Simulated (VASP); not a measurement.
H5C2O2, 36 atoms in the cell. The cell holds a disordered packing, 36 atoms: a = 7.937 Å, b = 7.937 Å, c = 7.937 Å, α = 90.00°, β = 90.00°, γ = 90.00°. 

- Program: VASP 6.6.1
- Task: single point
- Functional: PBE
- Dispersion: D3(BJ)
- Potentials or basis: VASP PAW PBE potentials, release 64 (C, O, H)
- Cutoff: 520 eV
- k mesh: 1 × 1 × 1
- Occupations: fermi-dirac, width 0.05 eV
- Spin: no spin polarisation
- Dipole correction: no
- Further INCAR settings: LREAL = Auto; ALGO = Normal; EDIFF = 1e-07; NBANDS = 74

Potentials or basis: VASP PAW PBE potentials, release 64 (C, O, H).

Command:

```console
$ cat potpaw_PBE.64/C/POTCAR potpaw_PBE.64/O/POTCAR potpaw_PBE.64/H/POTCAR > POTCAR
$ mpirun -np 1 vasp_gam > vasp.out
```

Hardware: 1 thread of AMD EPYC 9R45 96-Core Processor (Zen 5) (shared host).

Task: Estimate the wall time of this run.

Result: It took 39 s on 1 thread of AMD EPYC 9R45 96-Core Processor (Zen 5), with other jobs on the host, peak memory 0.41 GiB. Counts: scf iterations 20, k points 1.
